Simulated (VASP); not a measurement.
Input of a VASP 6.6.1 run:

INCAR

```
PREC     = Accurate       # precision mode
ENCUT    = 1340           # plane-wave cutoff, eV
EDIFF    = 1E-6           # SCF threshold, eV
ISMEAR   = 0              # smearing method
SIGMA    = 0.05           # smearing width, eV
LREAL    = False          # projectors in reciprocal space
LASPH    = True           # aspherical terms in the spheres
NELM     = 120            # most SCF steps
ALGO     = Normal         # electronic algorithm
ISIF     = 2              # what is computed and relaxed
LWAVE    = False          # write WAVECAR
LCHARG   = False          # write CHGCAR
GGA      = PE             # functional
NBANDS   = 28             # bands
GGA_COMPAT= False
```

The input KPOINTS:

```
Automatic mesh
0
Gamma
  8 8 8
```

The input POSCAR:

```
BaTiO3
1.0
    4.1800011360      0.0000000000      0.0000000000
    0.0000000000      4.1800011360      0.0000000000
    0.0000000000      0.0000000000      4.0192813204
Ba Ti O
1 1 3
Direct
    0.0000000000      0.0000000000      0.0000000000
    0.5000000000      0.5000000000      0.5000000000
    0.5000000000      0.5000000000      0.0000000000
    0.5000000000      0.0000000000      0.5000000000
    0.0000000000      0.5000000000      0.5000000000
```

Potentials or basis: VASP PAW PBE potentials, release 64 (Ba_sv, Ti_sv, O_h).

The run is started by

```console
$ cat potpaw_PBE.64/Ba_sv/POTCAR potpaw_PBE.64/Ti_sv/POTCAR potpaw_PBE.64/O_h/POTCAR > POTCAR
$ mpirun -np 1 vasp_std > vasp.out
```

Question: What does it give for the pressure?

Answer: -9.3 GPa.

Question: Predict the band gap on the k mesh.

Answer: 1.50 eV (least direct gap 1.72 eV).

Stress tensor (GPa, compression positive):
```
-11.02   0.00   0.00
  0.00 -11.02   0.00
  0.00   0.00  -5.80
```

Caveat: the cell differs from its parent crystal (strain +0.040 along x and y, +0.000 along z); the stress differs along the axes, from -11 to -6 GPa; spin-orbit coupling is left out, which moves the levels of the heavy elements. A k mesh can miss the band edges.
